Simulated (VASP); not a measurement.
# CsZn (F-43m) in VASP: relaxation of cell and atoms with PBE

Aim: the relaxation of cell and atoms of CsZn with PBE.

Program: VASP 6.6.1. These are calculated values, not measurements. Logs are shortened: lines on timing, memory, paths and dates and some standing lists are left out, and cuts for length are marked.

## 1. The cell of the first run

Symmetry: F-43m, No. 216, cubic system. The conventional cell has a = 8.479 Å, b = 8.479 Å, c = 8.479 Å, α = 90.00°, β = 90.00°, γ = 90.00°. Cs (site symmetry -43m) has 4 Zn at 3.67 Å within 4.8 Å. Within 4.8 Å of Zn (site symmetry -43m) lie 4 Cs at 3.67 Å.

## 2. Relaxation of cell and atoms, PBE

Contents of INCAR:

```
PREC = Accurate ; ENCUT = 600
EDIFF = 1E-6 ; ISMEAR = 0
SIGMA = 0.1 ; LREAL = F
LASPH = T ; NELM = 60
ALGO = Fast ; ISIF = 3
LWAVE = F ; LCHARG = F
GGA = PE ; IBRION = 2
NSW = 100 ; EDIFFG = -0.01
```

Contents of KPOINTS:

```
regular mesh
0
Gamma
  12 12 12
```

Contents of POSCAR:

```
CsZn
1.0
    0.0000000000      4.2392665577      4.2392665577
    4.2392665577      0.0000000000      4.2392665577
    4.2392665577      4.2392665577      0.0000000000
Cs Zn
1 1
Direct
    0.0000000000      0.0000000000      0.0000000000
    0.2500000000      0.2500000000      0.2500000000
```

Potentials or basis: VASP PAW PBE potentials, release 64 (Cs_sv, Zn).

Launch:

```console
> cat potpaw_PBE.64/Cs_sv/POTCAR potpaw_PBE.64/Zn/POTCAR > POTCAR
> mpirun -np 1 vasp_std > vasp.out
```

OUTCAR:

```text
PREC = Accurate
   ENCUT = 600
   EDIFF = 1E-6
   ISMEAR = 0
   LREAL = F
   LASPH = T
   NELM = 60
   ISIF = 3
   GGA = PE
   IBRION = 2
   NSW = 100
   EDIFFG = -0.01

 ion  position               nearest neighbor table
   1  0.000  0.000  0.000-
   2  0.250  0.250  0.250-

  LATTYP: Found a face centered cubic cell.
 ALAT       =     8.4785331154

  Lattice vectors:

 A1 = (   0.0000000000,   4.2392665577,   4.2392665577)
 A2 = (   4.2392665577,   0.0000000000,   4.2392665577)
 A3 = (   4.2392665577,   4.2392665577,   0.0000000000)

Analysis of symmetry for initial positions (statically):
=====================================================================
 Subroutine PRICEL returns:
 Original cell was already a primitive cell.

 Routine SETGRP: Setting up the symmetry group for a
 face centered cubic supercell.

 Subroutine GETGRP returns: Found 24 space group operations
 (whereof 24 operations were pure point group operations)
 out of a pool of 48 trial point group operations.

The static configuration has the point symmetry T_d .

Analysis of symmetry for dynamics (positions and initial velocities):
=====================================================================
 Subroutine PRICEL returns:
 Original cell was already a primitive cell.

 Routine SETGRP: Setting up the symmetry group for a
 face centered cubic supercell.

 Subroutine GETGRP returns: Found 24 space group operations
 (whereof 24 operations were pure point group operations)
 out of a pool of 48 trial point group operations.

The dynamic configuration has the point symmetry T_d .

 Subroutine INISYM returns: Found 24 space group operations
 (whereof 24 operations are pure point group operations),
 and found     1 'primitive' translations

----------------------------------------------------------------------------------------

                                     Primitive cell

  volume of cell :     152.3709

  direct lattice vectors                    reciprocal lattice vectors
     0.000000000  4.239266558  4.239266558    -0.117944931  0.117944931  0.117944931
     4.239266558  0.000000000  4.239266558     0.117944931 -0.117944931  0.117944931
     4.239266558  4.239266558  0.000000000     0.117944931  0.117944931 -0.117944931

  length of vectors
     5.995228260  5.995228260  5.995228260     0.204286612  0.204286612  0.204286612

  position of ions in fractional coordinates (direct lattice)
     0.000000000  0.000000000  0.000000000
     0.250000000  0.250000000  0.250000000

  ion indices of the primitive-cell ions
   primitive index   ion index
                 1           1
                 2           2

----------------------------------------------------------------------------------------

 KPOINTS: regular mesh

Automatic generation of k-mesh.
 Grid dimensions read from file:
 generate k-points for:   12   12   12

 Generating k-lattice:

  Cartesian coordinates                     Fractional coordinates (reciprocal lattice)
    -0.009828744  0.009828744  0.009828744     0.083333333  0.000000000  0.000000000
     0.009828744 -0.009828744  0.009828744     0.000000000  0.083333333  0.000000000
     0.009828744  0.009828744 -0.009828744     0.000000000  0.000000000  0.083333333

  Length of vectors
     0.017023884  0.017023884  0.017023884

  Shift w.r.t. Gamma in fractional coordinates (k-lattice)
     0.000000000  0.000000000  0.000000000

 Subroutine IBZKPT returns following result:
 ===========================================

 Found     72 irreducible k-points:

 Following reciprocal coordinates:
            Coordinates               Weight
  0.000000  0.000000  0.000000      1.000000
  0.083333  0.000000  0.000000      8.000000
  0.166667  0.000000  0.000000      8.000000
  0.250000  0.000000  0.000000      8.000000
  0.333333  0.000000  0.000000      8.000000
  0.416667  0.000000  0.000000      8.000000
[... 16 lines left out ...]
  0.500000  0.166667  0.000000     24.000000
 -0.416667  0.166667  0.000000     24.000000
 [... further k-points ...]
   k-points           NKPTS =     72   k-points in BZ     NKDIM =     72   number of bands    NBANDS=     14
   number of dos      NEDOS =    301   number of ions     NIONS =      2
   total plane-waves  NPLWV = 110592
   dimension x,y,z NGX =    48 NGY =   48 NGZ =   48
   dimension x,y,z NGXF=    96 NGYF=   96 NGZF=   96
   ions per type =               1   1
   NGX,Y,Z   is equivalent  to a cutoff of  13.31, 13.31, 13.31 a.u.
   NGXF,Y,Z  is equivalent  to a cutoff of  26.62, 26.62, 26.62 a.u.
 SYSTEM =  unknown system
   PREC   = accura    normal or accurate (medium, high low for compatibility)
   ISTART =      0    job   : 0-new  1-cont  2-samecut
   ICHARG =      2    charge: 1-file 2-atom 10-const
   ISPIN  =      1    spin polarized calculation?
   LNONCOLLINEAR =      F non collinear calculations
   LSORBIT =      F    spin-orbit coupling
   LASPH  =      T    aspherical Exc in radial PAW
   ENCUT  =  600.0 eV  44.10 Ry    6.64 a.u.  11.97 11.97 11.97*2*pi/ulx,y,z
   NELM   =     60;   NELMIN=  2; NELMDL= -5     # of ELM steps
   EDIFF  = 0.1E-05   stopping-criterion for ELM
   LREAL  =      F    real-space projection
   EDIFFG = -.1E-01   stopping-criterion for IOM
   NSW    =    100    number of steps for IOM
   IBRION =      2    ionic relax: 0-MD 1-quasi-New 2-CG
   NFREE  =      1    steps in history (QN), initial steepest desc. (CG)
   ISIF   =      3    stress and relaxation
   ISYM   =      2    0-nonsym 1-usesym 2-fastsym
   POTIM  = 0.5000    time-step for ionic-motion
   TEBEG  =    0.0;   TEEND  =   0.0 temperature during run
   PSTRESS=    0.0 pullay stress
   NELECT =      21.0000    total number of electrons
   NUPDOWN=      -1.0000    fix difference up-down
   EMIN   =  10.00;   EMAX   =-10.00  energy-range for DOS
   EFERMI =   0.00;   METHOD = LEGACY
   ISMEAR =     0;   SIGMA  =   0.10  broadening in eV -4-tet -1-fermi 0-gaus
   EFERMI_NEDOS =   21; number of points for ismear=-14 and -15
   IALGO  =     68    algorithm
   IMIX   =      4    mixing-type and parameters
     AMIX     =   0.40;   BMIX     =  1.00
     AMIX_MAG =   1.60;   BMIX_MAG =  1.00
  volume/ion in A,a.u.               =      76.19       514.12
  Fermi-wavevector in a.u.,A,eV,Ry     =   0.845630  1.598010  9.729398  0.715091
  Thomas-Fermi vector in A             =   1.960849
   LORBIT       =      0    0 simple, 1 ext, 2 COOP (PROOUT), +10 PAW based schemes
   GGA     = PE    functional components
   LHFCALC =     F    Hartree Fock is set to
   AEXX    =    0.0000 exact exchange contribution
   IVDW    =     0    specifies the selected vdW correction
   LEPSILON=     F    determine dielectric tensor
   LRPA    =     F    only Hartree local field effects (RPA)
 conjugate gradient relaxation of ions
 non-spin polarized calculation
 RMM-DIIS sequential band-by-band and
 Gauss-broadening in eV      SIGMA  =   0.10
  energy-cutoff  :      600.00
  volume of cell :      152.37
 maximum number of plane-waves:      5120
   NGX = 23   NGY = 23   NGZ = 23

--------------------------------------- Ionic step        1  -------------------------------------------

 number of electron      20.9999987 magnetization

 Free energy of the ion-electron system (eV)
  ---------------------------------------------------
  ext. energy  EPLUGINS =         0.00000000
  ---------------------------------------------------
  free energy    TOTEN  =        -1.04553396 eV

  energy without entropy =       -1.01631236  energy(sigma->0) =       -1.03092316

------------------------ aborting loop because EDIFF is reached ----------------------------------------

  FORCE on cell =-STRESS in cart. coord.  units (eV):
  Direction    XX          YY          ZZ          XY          YZ          ZX
  --------------------------------------------------------------------------------------
  -------------------------------------------------------------------------------------
  Total        0.1356165      0.1356165      0.1356165      0.0000000      0.0000000     -0.0000000
  in kB        1.4260049      1.4260049      1.4260049      0.0000000      0.0000000     -0.0000000
  external PRESSURE =       1.4260049 kB  Pullay stress =       0.0000000 kB
[... 21 lines left out ...]
  energy  without entropy=       -1.0163123646  energy(sigma->0) =       -1.03092316

--------------------------------------- Ionic step        2  -------------------------------------------

 number of electron      20.9999992 magnetization

 E-fermi :   0.0159     XC(G=0):  -5.7117

 val. band max:        0.0141802844   @ k =  -0.4167   0.3333   0.0000
 cond. band min:       0.0213216607   @ k =  -0.1667   0.2500   0.0833
 fundamental gap:      0.0071413763
 Fermi energy:         0.0158980125

 k-point     1 :       0.0000    0.0000    0.0000
  band No.  band energies     occupation
      1     -23.4357      2.00000
      2     -10.2575      2.00000
      3     -10.2575      2.00000
      4     -10.2575      2.00000
      5      -7.5769      2.00000
      6      -7.5769      2.00000
      7      -7.5652      2.00000
      8      -7.5652      2.00000
      9      -7.5652      2.00000
     10      -4.1242      2.00000
     11       0.9424      0.00000
     12       0.9424      0.00000
     13       0.9424      0.00000
     14       1.6396      0.00000
[... 496 lines left out ...]
  energy  without entropy=       -1.0188371362  energy(sigma->0) =       -1.03371476

--------------------------------------- Ionic step        5  -------------------------------------------

 number of electron      21.0000016 magnetization

 Free energy of the ion-electron system (eV)
  ---------------------------------------------------
  ext. energy  EPLUGINS =         0.00000000
  ---------------------------------------------------
  free energy    TOTEN  =        -1.04855475 eV

  energy without entropy =       -1.01863873  energy(sigma->0) =       -1.03359674

 E-fermi :  -0.0675     XC(G=0):  -5.5903

 val. band max:       -0.0700469937   @ k =  -0.3333   0.5000   0.1667
 cond. band min:      -0.0625820995   @ k =  -0.1667   0.2500   0.0833
 fundamental gap:      0.0074648942
 Fermi energy:        -0.0674573528

 k-point     1 :       0.0000    0.0000    0.0000
  band No.  band energies     occupation
      1     -23.5698      2.00000
      2     -10.3865      2.00000
      3     -10.3865      2.00000
      4     -10.3865      2.00000
      5      -7.6549      2.00000
      6      -7.6549      2.00000
      7      -7.6462      2.00000
      8      -7.6462      2.00000
      9      -7.6462      2.00000
     10      -4.1737      2.00000
     11       0.8561      0.00000
     12       0.8561      0.00000
     13       0.8561      0.00000
     14       1.4612      0.00000
[... 420 lines left out ...]
  FREE ENERGIE OF THE ION-ELECTRON SYSTEM (eV)
  ---------------------------------------------------
  free  energy   TOTEN  =        -1.0485547454 eV

  energy  without entropy=       -1.0186387277  energy(sigma->0) =       -1.03359674

 reached required accuracy - stopping structural energy minimisation
```

It took 3.8 min on 1 thread of Intel Xeon 6975P-C (Granite Rapids), shared host; peak memory 0.49 GiB.

What came out:

```
Free energy                           : -1.0486 eV
Relaxed volume                        : 80.33 Å³/atom
Relaxed cell                          : a = 6.102 Å, b = 6.102 Å, c = 6.102 Å, α = 60.00°, β = 60.00°, γ = 60.00°
Space group after relaxing (to 0.1 Å) : F-43m (No. 216)
Energy gained by relaxing             : 1.5 meV/atom
Ionic steps                           : 5
Pressure after relaxing               : 0.0 GPa
Band gap on the k mesh                : zero (an odd number of electrons rules out a gap without spin polarisation)
```

The path:
| step | energy change (eV) | largest force (eV/Å) | pressure (GPa) | volume (Å³) |
| --- | --- | --- | --- | --- |
| 1 | 0.0000 | 0.0000 | 0.14 | 152.37 |
| 2 | -0.0012 | 0.0000 | 0.11 | 153.87 |
| 3 | -0.0029 | 0.0000 | 0.02 | 157.82 |
| 4 | -0.0031 | 0.0000 | 0.04 | 158.76 |
| 5 | -0.0030 | 0.0000 | -0.02 | 160.65 |

Final structure:
```
Cs Zn
1.0
     0.00000    4.31472    4.31472
     4.31472    0.00000    4.31472
     4.31472    4.31472    0.00000
Cs Zn
1 1
Direct
  0.00000 0.00000 0.00000
  0.25000 0.25000 0.25000
```

Caveat: spin-orbit coupling is left out, which moves the levels of the heavy elements.
